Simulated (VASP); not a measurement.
Wanted: the native input for a VASP 6.6.1 run.

```
Task                      : relaxation of the atoms
Functional                : PBE
Potentials or basis       : VASP PAW PBE potentials, release 64 (Al, N)
Cutoff                    : 520 eV
k mesh                    : 9 × 9 × 1
Occupations               : gaussian, width 0.1 eV
Spin                      : no spin polarisation
Dipole correction         : yes
Atoms held fixed (from 0) : [0, 1, 2, 3]
Further INCAR settings    : ALGO = Normal; EDIFF = 1e-06; IBRION = 2; EDIFFG = -0.025; NSW = 36
```

The structure of Al3N lies in POSCAR:

```
Al3N
1.0
    2.8571514048      0.0000000000      0.0000000000
   -1.4285757024      2.4743656990      0.0000000000
    0.0000000000      0.0000000000     20.1016425018
Al N
3 1
Selective dynamics
Direct
    0.6666666667      0.3333333333      0.1989887145  F F F
    0.3333333333      0.6666666667      0.3134533094  F F F
    0.0000000000      0.0000000000      0.4279074459  F F F
    0.0000000000      0.3333333333      0.5074034389  F F T
```

One way to write it, as run:

INCAR

```
PREC = Accurate
ENCUT = 520
EDIFF = 1E-6
ISMEAR = 0
SIGMA = 0.1
LREAL = F
LASPH = T
NELM = 80
ALGO = Normal
ISIF = 2
LWAVE = F
LCHARG = F
LDIPOL = T
IDIPOL = 3
DIPOL = 0.5 0.5 0.362
GGA = PE
IBRION = 2
NSW = 36
EDIFFG = -0.025
```

KPOINTS

```
regular mesh
0
Gamma
  9 9 1
```

Potentials or basis: VASP PAW PBE potentials, release 64 (Al, N).

Command:

```sh
$ cat potpaw_PBE.64/Al/POTCAR potpaw_PBE.64/N/POTCAR > POTCAR
$ mpirun -np 1 vasp_std > vasp.out
```

Results of the run:

* Energy gained by relaxing: 29.1 meV/atom
* Ionic steps: 3
* Band gap on the k mesh: zero (bands 7 and 8 overlap by 1.64 eV)

Run time: 2.7 min on 1 thread of Intel(R) Xeon(R) Platinum 8559C (Emerald Rapids), on a shared host, peak memory 0.3 GiB.
